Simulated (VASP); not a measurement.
A run of VASP 6.6.1:

The input INCAR:

```
  PREC = Accurate
  ENCUT = 750
  EDIFF = 1E-6
  ISMEAR = 0
  SIGMA = 0.01
  LREAL = False
  LASPH = True
  NELM = 120
  ALGO = Normal
  ISIF = 2
  LWAVE = False
  LCHARG = False
  GGA = PS
  NBANDS = 13
  GGA_COMPAT = False
```

KPOINTS

```
regular mesh
0
Gamma
  8 8 8
```

Contents of POSCAR:

```
Li2S
1.0
    2.8774513014      2.8774513014      0.0000000000
   -2.8774513014      2.8774513014      0.0000000000
    0.0000000000      2.8774513014      2.8774513014
Li S
2 1
Direct
    0.2500000000      0.7500000000      0.5000000000
    0.7500000000      0.2500000000      0.5000000000
    0.0000000000      0.0000000000      0.0000000000
```

Potentials or basis: VASP PAW PBE potentials, release 64 (Li_sv, S).

The run is started by

```console
$ cat potpaw_PBE.64/Li_sv/POTCAR potpaw_PBE.64/S/POTCAR > POTCAR
$ mpirun -np 1 vasp_std > vasp.out
```

Hardware: 1 thread of Intel Xeon 8259CL, with other jobs on the host.

Problem. How long does it take, and how much memory?

Solution. It took 35 s on 1 thread of Intel Xeon 8259CL (shared host), peak memory 0.2 GiB. Counts: scf iterations 12, k points 29.
